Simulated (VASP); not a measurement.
KH8O4F, 14 atoms in the cell. The cell holds an amorphous packing of atoms, 14 atoms: a = 5.974 Å, b = 5.974 Å, c = 5.974 Å, α = 90.00°, β = 90.00°, γ = 90.00°. 

- Program: VASP 6.6.1
- Task: single point
- Functional: PBE
- Dispersion: D3(BJ)
- Potentials or basis: VASP PAW PBE potentials, release 64 (O, H, K_sv, F)
- Cutoff: 520 eV
- k mesh: 1 × 1 × 1
- Occupations: fermi-dirac, width 0.05 eV
- Spin: no spin polarisation
- Dipole correction: no
- Further INCAR settings: ALGO = Normal; EDIFF = 1e-06; NBANDS = 37

Potentials or basis: VASP PAW PBE potentials, release 64 (O, H, K_sv, F).

Launch:

```sh
$ cat potpaw_PBE.64/O/POTCAR potpaw_PBE.64/H/POTCAR potpaw_PBE.64/K_sv/POTCAR potpaw_PBE.64/F/POTCAR > POTCAR
$ mpirun -np 1 vasp_gam > vasp.out
```

Hardware: 1 thread of Intel Xeon 6975P-C, on a shared host.

Problem. Estimate the wall time of this run.

Solution. Run time: 19 s on 1 thread of Intel Xeon 6975P-C, on a shared host, peak memory 0.32 GiB. Counts: scf iterations 15, k points 1.
